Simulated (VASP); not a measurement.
# CuO (Tenorite) (C2/c) in VASP: further runs

CuO (Tenorite) is run at these levels: PBE; tasks: single point.

All numbers are computed with VASP 6.6.1; they aren't measurements. Logs are shortened: lines on timing, memory, paths and dates and some standing lists are left out, and cuts for length are marked.

### Step 1. The cell of the first run

Symmetry: C2/c, No. 15, monoclinic system. The conventional cell has a = 4.588 Å, b = 3.353 Å, c = 5.024 Å, α = 90.00°, β = 99.54°, γ = 90.00°. Cu (site symmetry -1) has 4 O at 1.91 to 1.92 Å within 2.5 Å. Within 2.5 Å of O (site symmetry 2) lie 4 Cu at 1.91 to 1.92 Å.

### Step 2. Single point, PBE

The input, INCAR:

```
SYSTEM = CuO
PREC = Accurate
ENCUT = 520
EDIFF = 1E-6
ISMEAR = -1
SIGMA = 0.1
LREAL = .FALSE.
LASPH = .TRUE.
NELM = 100
ALGO = Normal
ISIF = 2
LWAVE = .FALSE.
LCHARG = .TRUE.
GGA = PE
LELF = .TRUE.
LVHAR = .TRUE.
NBANDS = 25
```

The input, KPOINTS:

```
regular mesh
0
G
  10 10 6
  0 0 0
```

The input, POSCAR:

```
CuO
1.0
    2.2940437287     -1.6763657078      0.0000000000
    2.2940437287      1.6763657078      0.0000000000
   -0.8326775800      0.0000000000      4.9546191917
Cu O
2 2
Direct
    0.0000000000      0.5000000000      0.0000000000
    0.5000000000      0.0000000000      0.5000000000
    0.5816000000      0.4184000000      0.2500000000
    0.4184000000      0.5816000000      0.7500000000
```

Potentials or basis: VASP PAW PBE potentials, release 64 (Cu, O).

Launch:

```console
> cat potpaw_PBE.64/Cu/POTCAR potpaw_PBE.64/O/POTCAR > POTCAR
> mpirun -np 1 vasp_std > vasp.out
```

OUTCAR:

```text
SYSTEM = CuO
   PREC = Accurate
   ENCUT = 520
   EDIFF = 1E-6
   ISMEAR = -1
   LREAL = .FALSE.
   LASPH = .TRUE.
   NELM = 100
   ISIF = 2
   GGA = PE

 ion  position               nearest neighbor table
   1  0.000  0.500  0.000-   3 1.91   4 1.91   4 1.92   3 1.92
   2  0.500  0.000  0.500-   4 1.91   3 1.91   4 1.92   3 1.92
   3  0.582  0.418  0.250-   2 1.91   1 1.91   2 1.92   1 1.92
   4  0.418  0.582  0.750-   1 1.91   2 1.91   2 1.92   1 1.92

  LATTYP: Found a base centered monoclinic cell.
 ALAT       =     4.5880874574
 B/A-ratio  =     0.7307470589
 C/A-ratio  =     1.0950319242
 COS(beta)  =    -0.1657365915

  Lattice vectors:

 A1 = (   2.2940437287,  -1.6763657078,   0.0000000000)
 A2 = (   2.2940437287,   1.6763657078,   0.0000000000)
 A3 = (  -0.8326775800,   0.0000000000,   4.9546191917)

Analysis of symmetry for initial positions (statically):
=====================================================================
 Subroutine PRICEL returns:
 Original cell was already a primitive cell.

 Routine SETGRP: Setting up the symmetry group for a
 base centered monoclinic supercell.

 Subroutine GETGRP returns: Found  4 space group operations
 (whereof  2 operations were pure point group operations)
 out of a pool of  4 trial point group operations.

The static configuration has the point symmetry S_2 .
 The point group associated with its full space group is C_2h.

Analysis of symmetry for dynamics (positions and initial velocities):
=====================================================================
 Subroutine PRICEL returns:
 Original cell was already a primitive cell.

 Routine SETGRP: Setting up the symmetry group for a
 base centered monoclinic supercell.

 Subroutine GETGRP returns: Found  4 space group operations
 (whereof  2 operations were pure point group operations)
 out of a pool of  4 trial point group operations.

The dynamic configuration has the point symmetry S_2 .
 The point group associated with its full space group is C_2h.

 Subroutine INISYM returns: Found  4 space group operations
 (whereof  2 operations are pure point group operations),
 and found     1 'primitive' translations

----------------------------------------------------------------------------------------

                                     Primitive cell

  volume of cell :      38.1075

  direct lattice vectors                    reciprocal lattice vectors
     2.294043729 -1.676365708  0.000000000     0.217955741 -0.298264274  0.036629830
     2.294043729  1.676365708  0.000000000     0.217955741  0.298264274  0.036629830
    -0.832677580  0.000000000  4.954619192     0.000000000  0.000000000  0.201831859

  length of vectors
     2.841274118  2.841274118  5.024102237     0.371225034  0.371225034  0.201831859

  position of ions in fractional coordinates (direct lattice)
     0.000000000  0.500000000  0.000000000
     0.500000000  0.000000000  0.500000000
     0.581600000  0.418400000  0.250000000
     0.418400000  0.581600000  0.750000000

  ion indices of the primitive-cell ions
   primitive index   ion index
                 1           1
                 2           2
                 3           3
                 4           4

----------------------------------------------------------------------------------------

 KPOINTS: regular mesh

Automatic generation of k-mesh.
 Grid dimensions read from file:
 generate k-points for:   10   10    6

 Generating k-lattice:

  Cartesian coordinates                     Fractional coordinates (reciprocal lattice)
     0.021795574 -0.029826427  0.003662983     0.100000000  0.000000000  0.000000000
     0.021795574  0.029826427  0.003662983     0.000000000  0.100000000  0.000000000
     0.000000000  0.000000000  0.033638643     0.000000000  0.000000000  0.166666667

  Length of vectors
     0.037122503  0.037122503  0.033638643

  Shift w.r.t. Gamma in fractional coordinates (k-lattice)
     0.000000000  0.000000000  0.000000000

 Subroutine IBZKPT returns following result:
 ===========================================

 Found    172 irreducible k-points:

 Following reciprocal coordinates:
            Coordinates               Weight
  0.000000  0.000000  0.000000      1.000000
  0.100000  0.000000  0.000000      4.000000
  0.200000  0.000000  0.000000      4.000000
  0.300000  0.000000 -0.000000      4.000000
  0.400000  0.000000 -0.000000      4.000000
  0.500000  0.000000 -0.000000      2.000000
[... 16 lines left out ...]
  0.300000  0.300000 -0.000000      2.000000
  0.400000  0.300000  0.000000      4.000000
 [... further k-points ...]
   k-points           NKPTS =    172   k-points in BZ     NKDIM =    172   number of bands    NBANDS=     25
   number of dos      NEDOS =    301   number of ions     NIONS =      4
   total plane-waves  NPLWV =  23040
   dimension x,y,z NGX =    24 NGY =   24 NGZ =   40
   dimension x,y,z NGXF=    48 NGYF=   48 NGZF=   80
   ions per type =               2   2
   NGX,Y,Z   is equivalent  to a cutoff of  14.04, 14.04, 13.24 a.u.
   NGXF,Y,Z  is equivalent  to a cutoff of  28.09, 28.09, 26.47 a.u.
 SYSTEM =  CuO
   PREC   = accura    normal or accurate (medium, high low for compatibility)
   ISTART =      0    job   : 0-new  1-cont  2-samecut
   ICHARG =      2    charge: 1-file 2-atom 10-const
   ISPIN  =      1    spin polarized calculation?
   LNONCOLLINEAR =      F non collinear calculations
   LSORBIT =      F    spin-orbit coupling
   LASPH  =      T    aspherical Exc in radial PAW
   ENCUT  =  520.0 eV  38.22 Ry    6.18 a.u.   5.28  5.28  9.34*2*pi/ulx,y,z
   NELM   =    100;   NELMIN=  2; NELMDL= -5     # of ELM steps
   EDIFF  = 0.1E-05   stopping-criterion for ELM
   LREAL  =      F    real-space projection
   EDIFFG = 0.1E-04   stopping-criterion for IOM
   NSW    =      0    number of steps for IOM
   IBRION =     -1    ionic relax: 0-MD 1-quasi-New 2-CG
   NFREE  =      0    steps in history (QN), initial steepest desc. (CG)
   ISIF   =      2    stress and relaxation
   ISYM   =      2    0-nonsym 1-usesym 2-fastsym
   POTIM  = 0.5000    time-step for ionic-motion
   TEBEG  =    0.0;   TEEND  =   0.0 temperature during run
   PSTRESS=    0.0 pullay stress
   NELECT =      34.0000    total number of electrons
   NUPDOWN=      -1.0000    fix difference up-down
   EMIN   =  10.00;   EMAX   =-10.00  energy-range for DOS
   EFERMI =   0.00;   METHOD = LEGACY
   ISMEAR =    -1;   SIGMA  =   0.10  broadening in eV -4-tet -1-fermi 0-gaus
   EFERMI_NEDOS =   21; number of points for ismear=-14 and -15
   IALGO  =     38    algorithm
   IMIX   =      4    mixing-type and parameters
     AMIX     =   0.40;   BMIX     =  1.00
     AMIX_MAG =   1.60;   BMIX_MAG =  1.00
  volume/ion in A,a.u.               =       9.53        64.29
  Fermi-wavevector in a.u.,A,eV,Ry     =   1.576029  2.978263 33.795071  2.483868
  Thomas-Fermi vector in A             =   2.676924
   LORBIT       =      0    0 simple, 1 ext, 2 COOP (PROOUT), +10 PAW based schemes
   GGA     = PE    functional components
   LHFCALC =     F    Hartree Fock is set to
   AEXX    =    0.0000 exact exchange contribution
   IVDW    =     0    specifies the selected vdW correction
   LEPSILON=     F    determine dielectric tensor
   LRPA    =     F    only Hartree local field effects (RPA)
 non-spin polarized calculation
  energy-cutoff  :      520.00
  volume of cell :       38.11
 maximum number of plane-waves:      1039
 NGX is ok and might be reduce to    24
   NGX = 11   NGY = 11   NGZ = 19

 number of electron      33.9999992 magnetization

 Free energy of the ion-electron system (eV)
  ---------------------------------------------------
  ext. energy  EPLUGINS =         0.00000000
  ---------------------------------------------------
  free energy    TOTEN  =       -19.36022525 eV

  energy without entropy =      -19.28985400  energy(sigma->0) =      -19.32503962

 E-fermi :   6.6061     XC(G=0): -12.2728

 val. band max:        6.6015173641   @ k =  -0.4000   0.1000   0.1667
 cond. band min:       6.6075304600   @ k =   0.5000   0.0000  -0.0000
 fundamental gap:      0.0060130959
 Fermi energy:         6.6061268794

 k-point     1 :       0.0000    0.0000    0.0000
  band No.  band energies     occupation
      1     -13.9469      2.00000
      2     -12.4399      2.00000
      3      -2.2045      2.00000
      4       0.5524      2.00000
      5       0.9671      2.00000
      6       2.9528      2.00000
[... 17 lines left out ...]
     24      23.2523      0.00000
     25      23.6327      0.00000

 k-point     2 :       0.1000    0.0000    0.0000
  band No.  band energies     occupation
      1     -13.8706      2.00000
      2     -12.4167      2.00000
      3      -2.0875      2.00000
      4       0.5338      2.00000
      5       0.9355      2.00000
      6       2.1332      2.00000
[... 17 lines left out ...]
     24      22.9201      0.00000
     25      24.0460      0.00000

 k-point     3 :       0.2000    0.0000    0.0000
  band No.  band energies     occupation
      1     -13.6628      2.00000
      2     -12.3550      2.00000
      3      -1.7740      2.00000
      4       0.4617      2.00000
      5       0.7870      2.00000
      6       1.0630      2.00000
[... 17 lines left out ...]
     24      22.0070      0.00000
     25      23.5644      0.00000

 k-point     4 :       0.3000    0.0000   -0.0000
  band No.  band energies     occupation
      1     -13.3873      2.00000
      2     -12.2771      2.00000
      3      -1.3772      2.00000
      4      -0.1927      2.00000
      5       0.3742      2.00000
      6       0.9469      2.00000
[... 17 lines left out ...]
     24      20.8936      0.00000
     25      23.1309      0.00000

 k-point     5 :       0.4000    0.0000   -0.0000
  band No.  band energies     occupation
      1     -13.1459      2.00000
      2     -12.2138      2.00000
      3      -1.0765      2.00000
      4      -0.9416      2.00000
      5       0.3312      2.00000
      6       0.9678      2.00000
[... 17 lines left out ...]
     24      20.0436      0.00000
     25      22.7616      0.00000

 k-point     6 :       0.5000    0.0000   -0.0000
  band No.  band energies     occupation
      1     -13.0483      2.00000
      2     -12.1897      2.00000
      3      -1.2479      2.00000
      4      -0.9326      2.00000
      5       0.3311      2.00000
      6       0.9814      2.00000
[... 17 lines left out ...]
     24      19.7573      0.00000
     25      22.6092      0.00000
[... 393 lines left out ...]
 k-point    21 :      -0.3000    0.2000    0.0000
  band No.  band energies     occupation
      1     -13.0741      2.00000
      2     -12.1871      2.00000
      3      -0.9161      2.00000
      4      -0.3206      2.00000
      5       0.3129      2.00000
      6       0.6923      2.00000
[... 17 lines left out ...]
     24      20.2414      0.00000
     25      20.8313      0.00000

 k-point    22 :      -0.2000    0.2000    0.0000
  band No.  band energies     occupation
      1     -13.3238      2.00000
      2     -12.2474      2.00000
      3      -1.2745      2.00000
      4       0.3143      2.00000
      5       0.3544      2.00000
      6       0.6846      2.00000
[... 17 lines left out ...]
     24      20.7855      0.00000
     25      21.1700      0.00000

 k-point    23 :       0.3000    0.3000   -0.0000
  band No.  band energies     occupation
      1     -13.0462      2.00000
      2     -12.2307      2.00000
      3      -0.7705      2.00000
      4      -0.2431      2.00000
      5       0.7882      2.00000
      6       0.8042      2.00000
[... 17 lines left out ...]
     24      21.6337      0.00000
     25      21.8782      0.00000

 k-point    24 :       0.4000    0.3000    0.0000
  band No.  band energies     occupation
      1     -12.8298      2.00000
      2     -12.1805      2.00000
      3      -0.7813      2.00000
      4      -0.4613      2.00000
      5       0.5505      2.00000
      6       0.7864      2.00000
[... 17 lines left out ...]
     24      20.4293      0.00000
     25      21.3836      0.00000

 [... further k-points ...]
[... 5 lines left out ...]
  --------------------------------------------------------------------------------------
  -------------------------------------------------------------------------------------
  Total        4.8887032      4.2636824      5.1932867      0.0000000      0.0000000     -0.6718680
  in kB      205.5386583    179.2605357    218.3444440      0.0000000      0.0000000    -28.2477449
  external PRESSURE =     201.0478793 kB  Pullay stress =       0.0000000 kB

 VOLUME and BASIS-vectors are now :
 -----------------------------------------------------------------------------
  energy-cutoff  :      520.00
  volume of cell :       38.11
      direct lattice vectors                 reciprocal lattice vectors
     2.294043729 -1.676365708  0.000000000     0.217955741 -0.298264274  0.036629830
     2.294043729  1.676365708  0.000000000     0.217955741  0.298264274  0.036629830
    -0.832677580  0.000000000  4.954619192     0.000000000  0.000000000  0.201831859

 POSITION                                       TOTAL-FORCE (eV/Angst)
 -----------------------------------------------------------------------------------
      1.14702      0.83818      0.00000        -0.000000      0.000000      0.000000
      0.73068     -0.83818      2.47731        -0.000000      0.000000      0.000000
      2.08587     -0.27358      1.23865         0.000000     -0.000599     -0.000000
      1.66954      0.27358      3.71596        -0.000000      0.000599      0.000000
 -----------------------------------------------------------------------------------
    total drift:                                0.000000      0.000000     -0.000000

  FREE ENERGIE OF THE ION-ELECTRON SYSTEM (eV)
  ---------------------------------------------------
  free  energy   TOTEN  =       -19.3602252486 eV

  energy  without entropy=      -19.2898539992  energy(sigma->0) =      -19.32503962
```

Run time: 1.7 min. Hardware: 1 thread of AMD EPYC 9R45 (Zen 5), shared host; peak memory 0.23 GiB.

What came out:

- Free energy: -19.3602 eV
- Pressure: 20.1 GPa
- Band gap on the k mesh: zero (band 17 reaches 6.88 eV, above the bottom of band 18 at 6.18 eV)

Caveat: semilocal functionals often make such compounds metallic where correlation or magnetic order opens a gap, which also shifts bond lengths.

(Part 1 of 3 ends here.)
